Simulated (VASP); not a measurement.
Set up this calculation in VASP 6.6.1, as the native input.

| Quantity | Value |
| --- | --- |
| Task | relaxation of the atoms |
| Functional | PBEsol |
| Potentials or basis | VASP PAW PBE potentials, release 64 (Si) |
| Cutoff | 520 eV |
| k mesh | 10 × 10 × 10 |
| Occupations | gaussian, width 0.02 eV |
| Spin | no spin polarisation |
| Dipole correction | no |
| Further INCAR settings | ALGO = Normal; EDIFF = 1e-07; IBRION = 2; EDIFFG = -0.002; NSW = 60 |

The structure of Si lies in POSCAR:

```
Si
1.0
   -0.0145272556      2.7041893816      2.7268341429
    2.7041893816     -0.0145272556      2.7268341429
    2.6896621260      2.6896621260      0.0000000000
Si
2
Direct
   -0.0007394242     -0.0007394242      0.0007394242
    0.2507394242      0.2507394242      0.2492605758
```

This cell differs from its parent crystal: strained cell.

One way to write it, as run:

INCAR

```
PREC = Accurate
ENCUT = 520
EDIFF = 1E-7
ISMEAR = 0
SIGMA = 0.02
LREAL = False
LASPH = True
NELM = 100
ALGO = Normal
ISIF = 2
LWAVE = False
LCHARG = False
GGA = PS
IBRION = 2
NSW = 60
EDIFFG = -0.002
```

KPOINTS

```
Automatic mesh
0
Gamma
  10 10 10
```

Potentials or basis: VASP PAW PBE potentials, release 64 (Si).

Run with:

```sh
$ cat potpaw_PBE.64/Si/POTCAR > POTCAR
$ mpirun -np 1 vasp_std > vasp.out
```

Results of the run:

```json
{"Pressure after relaxing": "0.6 GPa", "Band gap on the k mesh": "0.36 eV, indirect (least direct gap 2.38 eV)"}
```

Caveat: the cell differs from its parent crystal (strained cell); the relaxation stopped at its first step, so nothing moved; the PAW data sets were made with another functional, which shifts forces and pressure a little.

It took 26 s on 1 thread of Intel(R) Xeon(R) 6975P-C (Granite Rapids), with other jobs on the host, peak memory 0.18 GiB.
